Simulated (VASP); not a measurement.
# MoS2 (R3m) in VASP: settings compared, part 2 of 2

VASP 6.6.1. Earlier steps stand in the parts before.

## 5. Single point, revPBE+U

Contents of INCAR:

```
PREC     = Accurate       # precision mode
ENCUT    = 500            # plane-wave cutoff, eV
EDIFF    = 1E-6           # SCF threshold, eV
ISMEAR   = -1             # smearing method
SIGMA    = 0.025          # smearing width, eV
LREAL    = F              # projectors in reciprocal space
LASPH    = T              # aspherical terms in the spheres
NELM     = 200            # most SCF steps
ALGO     = Normal         # electronic algorithm
ISIF     = 2              # what is computed and relaxed
LWAVE    = F              # write WAVECAR
LCHARG   = F              # write CHGCAR
LMAXMIX  = 4              # l up to which the mixer works
LDAU     = T              # DFT+U
LDAUTYPE = 2            
LDAUL    = 2 -1           # shell
LDAUU    = 6.2 0          # U, eV
LDAUJ    = 0 0          
LDAUPRINT= 1            
GGA      = RE             # functional
NBANDS   = 20             # bands
GGA_COMPAT= F
```

Contents of KPOINTS:

```
regular mesh
0
Gamma
  10 10 10
```

Contents of POSCAR:

```
MoS2
1.0
    1.5800000000      0.9122134253      6.1500000000
   -1.5800000000      0.9122134253      6.1500000000
    0.0000000000     -1.8244268506      6.1500000000
Mo S
1 2
Direct
    0.0000000000      0.0000000000      0.0000000000
    0.4170000000      0.4170000000      0.4170000000
    0.2500000000      0.2500000000      0.2500000000
```

Potentials or basis: VASP PAW PBE potentials, release 64 (Mo_sv, S).

Run with:

```bash
cat potpaw_PBE.64/Mo_sv/POTCAR potpaw_PBE.64/S/POTCAR > POTCAR
mpirun -np 1 vasp_std > vasp.out
```

OUTCAR:

```text
PREC = Accurate
   ENCUT = 500
   EDIFF = 1E-6
   ISMEAR = -1
   LREAL = F
   LASPH = T
   NELM = 200
   ISIF = 2
   GGA = RE

 ion  position               nearest neighbor table
   1  0.000  0.000  0.000-   3 2.39   3 2.39   3 2.39   2 2.39   2 2.39   2 2.39
   2  0.417  0.417  0.417-   1 2.39   1 2.39   1 2.39
   3  0.250  0.250  0.250-   1 2.39   1 2.39   1 2.39

  LATTYP: Found a trigonal (rhomboedric) cell.
 ALAT       =     6.4149071181
 COS(alpha) =     0.8786713335

  Lattice vectors:
[... 779 lines left out ...]

  FORCE on cell =-STRESS in cart. coord.  units (eV):
  Direction    XX          YY          ZZ          XY          YZ          ZX
  --------------------------------------------------------------------------------------
  -------------------------------------------------------------------------------------
  Total        3.4267564      3.4267564      4.3309811      0.0000000      0.0000000     -0.0000000
  in kB      103.2318944    103.2318944    130.4718915      0.0000000      0.0000000     -0.0000000
  external PRESSURE =     112.3118934 kB  Pullay stress =       0.0000000 kB

 VOLUME and BASIS-vectors are now :
 -----------------------------------------------------------------------------
  energy-cutoff  :      500.00
  volume of cell :       53.18
      direct lattice vectors                 reciprocal lattice vectors
     1.580000000  0.912213425  6.150000000     0.316455696  0.182705781  0.054200542
    -1.580000000  0.912213425  6.150000000    -0.316455696  0.182705781  0.054200542
     0.000000000 -1.824426851  6.150000000     0.000000000 -0.365411563  0.054200542

 POSITION                                       TOTAL-FORCE (eV/Angst)
 -----------------------------------------------------------------------------------
      0.00000      0.00000      0.00000         0.000000     -0.000000      0.089314
      0.00000      0.00000      7.69365         0.000000     -0.000000      0.916391
      0.00000      0.00000      4.61250         0.000000      0.000000     -1.005704
 -----------------------------------------------------------------------------------
    total drift:                                0.000000     -0.000000      0.000058

  FREE ENERGIE OF THE ION-ELECTRON SYSTEM (eV)
  ---------------------------------------------------
  free  energy   TOTEN  =       -13.2649993789 eV

  energy  without entropy=      -13.2649993789  energy(sigma->0) =      -13.26499938
```

OSZICAR:

```text
N       E                     dE             d eps       ncg     rms          rms(c)
DAV:   1     0.186583528809E+03    0.18658E+03   -0.13132E+04  4672   0.119E+03
DAV:   2    -0.804469577922E+01   -0.19463E+03   -0.18944E+03  5688   0.311E+02
DAV:   3    -0.150258334407E+02   -0.69811E+01   -0.69224E+01  5800   0.557E+01
DAV:   4    -0.151027985036E+02   -0.76965E-01   -0.76930E-01  5740   0.622E+00
DAV:   5    -0.151039645689E+02   -0.11661E-02   -0.11660E-02  5876   0.735E-01    0.247E+01
DAV:   6    -0.135590442707E+02    0.15449E+01   -0.11897E+01  4948   0.220E+01    0.961E+00
DAV:   7    -0.133079900620E+02    0.25105E+00   -0.26339E+00  4748   0.102E+01    0.553E+00
DAV:   8    -0.132632109861E+02    0.44779E-01   -0.35069E-01  5440   0.370E+00    0.187E+00
DAV:   9    -0.132650901645E+02   -0.18792E-02   -0.14990E-02  5320   0.880E-01    0.427E-01
DAV:  10    -0.132647181958E+02    0.37197E-03   -0.64725E-03  5232   0.562E-01    0.175E-01
DAV:  11    -0.132648621694E+02   -0.14397E-03   -0.72853E-04  5560   0.175E-01    0.948E-02
DAV:  12    -0.132649131927E+02   -0.51023E-04   -0.13807E-04  5300   0.670E-02    0.330E-02
DAV:  13    -0.132649867352E+02   -0.73543E-04   -0.21700E-04  5072   0.728E-02    0.506E-02
DAV:  14    -0.132649927601E+02   -0.60248E-05   -0.20930E-05  5644   0.260E-02    0.209E-02
DAV:  15    -0.132649986670E+02   -0.59070E-05   -0.47499E-05  5124   0.307E-02    0.406E-03
DAV:  16    -0.132649993789E+02   -0.71187E-06   -0.16210E-06  4672   0.648E-03
   1 F= -.13264999E+02 E0= -.13264999E+02  d E =-.166188E-10
```

stdout:

```text
POSCAR found type information on POSCAR MoS
 POSCAR found :  2 types and       3 ions
 scaLAPACK will be used
 -----------------------------------------------------------------------------
|                                                                             |
|                                                                             |
|     You enforced a specific xc type in the INCAR file but a different       |
|     I HOPE YOU KNOW WHAT YOU ARE DOING!                                     |
|                                                                             |
 -----------------------------------------------------------------------------

 LDA part: xc-table for (Slater+PW92), standard interpolation
 POSCAR, INCAR and KPOINTS ok, starting setup
 FFT: planning ... GRIDC
 FFT: planning ... GRID_SOFT
 FFT: planning ... GRID
 WAVECAR not read
 entering main loop
```

Run time: 8.2 min. Hardware: 1 thread of AMD EPYC 7R43 (Zen 3), shared host; peak memory 0.33 GiB.

What came out:

```
Free energy            : -13.2650 eV
Pressure               : 11.2 GPa
Largest force          : 1.006 eV/Å
Band gap on the k mesh : 1.03 eV (least direct gap 1.80 eV)
```

Forces on the atoms (eV/Å):
```
Mo   0.000  0.000  0.089
S    0.000  0.000  0.916
S    0.000  0.000 -1.006
```

Eigenvalues of the final occupation matrices:
```
    site  spin  trace               eigenvalues
site 1 d     1   1.94  0.37 0.37 0.38 0.38 0.43
site 1 d     2   1.94  0.37 0.37 0.38 0.38 0.43
```

Caveat: the cell stands under pressure; the PAW data sets were made with another functional, which shifts forces and pressure a little.

## 6. Relaxation of cell and atoms, PBEsol, target pressure 10 GPa, at which the enthalpy is minimised

Contents of INCAR:

```
  PREC = Accurate
  ENCUT = 600
  EDIFF = 1E-7
  ISMEAR = -1
  SIGMA = 0.05
  LREAL = False
  LASPH = True
  NELM = 80
  ALGO = Normal
  ISIF = 3
  LWAVE = False
  LCHARG = False
  GGA = PS
  IBRION = 2
  NSW = 80
  EDIFFG = -0.01
  PSTRESS = 100.0
```

KPOINTS is that of step 5.

POSCAR is that of step 5.

Potentials or basis: VASP PAW PBE potentials, release 64 (Mo_sv, S).

Run with:

```bash
cat potpaw_PBE.64/Mo_sv/POTCAR potpaw_PBE.64/S/POTCAR > POTCAR
mpirun -np 1 vasp_std > vasp.out
```

Run time: 42 min. Hardware: 1 thread of Intel Xeon 6975P-C (Granite Rapids), shared host; peak memory 0.55 GiB.

Results (log left out):

| Quantity | Value |
| --- | --- |
| Free energy | -23.2785 eV |
| Relaxed volume | 15.29 Å³/atom |
| Relaxed cell | a = 5.858 Å, b = 5.858 Å, c = 5.858 Å, α = 30.49°, β = 30.49°, γ = 30.49° |
| Space group after relaxing (to 0.1 Å) | R3m (No. 160) |
| Energy change on relaxing (the run minimises the enthalpy) | +55.6 meV/atom |
| Ionic steps | 17 |
| Pressure after relaxing | 10.0 GPa |
| Band gap on the k mesh | 0.27 eV (least direct gap 1.75 eV) |

Stress tensor (GPa, compression positive):
```
 9.95  0.00  0.00
 0.00  9.95  0.00
 0.00  0.00 10.04
```

Step by step:
```
step  energy change (eV)  largest force (eV/Å)  pressure (GPa)  volume (Å³)
   1              0.0000                0.2592            0.33        53.18
   2              0.6812                3.1195           33.47        45.36
   3              0.0881                1.1505           10.31        50.13
   4              0.1002                0.3771            9.40        48.81
   5              0.1158                0.2180            9.24        48.52
   6              0.1370                0.2507           10.66        47.28
   7              0.2170                0.4145           13.91        45.32
   8              0.1631                0.5903            6.05        46.19
   9              0.1755                0.1642            9.88        45.75
  10              0.1743                0.0570           10.25        45.74
  11              0.1743                0.0452           10.21        45.75
  12              0.1687                0.0310            9.90        45.83
  13              0.1699                0.0235            9.97        45.81
  14              0.1699                0.0104           10.05        45.81
  15              0.1699                0.0114           10.09        45.81
  16              0.1688                0.0075           10.05        45.83
  17              0.1667                0.0010            9.98        45.86
```

Final structure:
```
CELL_PARAMETERS angstrom
1.54020 0.88924 5.58119
-1.54020 0.88924 5.58119
0.00000 -1.77847 5.58119
ATOMIC_POSITIONS crystal
Mo 0.00001 0.00001 0.00001
S 0.42667 0.42667 0.42667
S 0.24032 0.24032 0.24032
```

Levels at points of the mesh, in eV from the valence-band top:
```
           k point  band 9  band 10  band 11  band 12  band 13  band 14  band 15  band 16  band 17
(0.00, 0.00, 0.00)   -3.80    -2.68    -2.68    -2.03    -0.73     1.59     1.59     2.28     2.28
(0.50, 0.00, 0.00)   -5.71    -4.64    -2.75    -2.09    -1.74     1.50     1.72     2.73     3.42
(0.50, 0.50, 0.00)   -5.36    -4.37    -3.81    -2.42    -1.81     1.38     1.94     2.72     3.98
(0.50, 0.50, 0.50)   -3.86    -3.86    -2.57    -2.57     0.00     1.75     1.75     1.99     1.99
```

Caveat: the cell is relaxed towards a set pressure, so the run minimises the enthalpy, not the energy; the PAW data sets were made with another functional, which shifts forces and pressure a little. A k mesh can miss the band edges.

## 7. The runs side by side

```tsv
task	level	spin	U	cell	k mesh	cutoff (eV)	smearing	gap on the mesh (eV)	pressure (GPa)	largest force (eV/Å)
single point	PBEsol	off	-	a = 6.415 Å, angles 28.5°, 3 atoms	8 × 8 × 8	520	fermi-dirac 0.05 eV	1.00	0.3	0.26
single point	PBEsol	non-collinear, zero start, SOC	-	a = 6.415 Å, angles 28.5°, 3 atoms	8 × 8 × 8	520	fermi-dirac 0.05 eV	-	0.3	0.26
relaxation of cell and atoms	PBEsol	off	-	relaxed to 10 GPa from a = 6.415 Å, angles 28.5°, 3 atoms	10 × 10 × 10	600	fermi-dirac 0.05 eV	0.27	10.0	-
single point	revPBE+U	off	Mo d U = 6.2 eV	a = 6.415 Å, angles 28.5°, 3 atoms	10 × 10 × 10	500	fermi-dirac 0.025 eV	1.03	11.2	1.01
```

Alike in all rows: potentials or basis VASP PAW PBE potentials, release 64 (Mo_sv, S).

The pressure there spans 0.3 GPa (PBEsol) to 11.2 GPa (revPBE+U); a positive pressure means that this level wants a larger cell, a negative one a smaller.

Caveats: the PAW data sets were made with another functional, which shifts forces and pressure a little; the cell is relaxed towards a set pressure, so the run minimises the enthalpy, not the energy (at least some runs); the cell stands under pressure (at least some runs).

Total energies depend on the potentials used, so only differences within one code and one set of settings carry meaning.
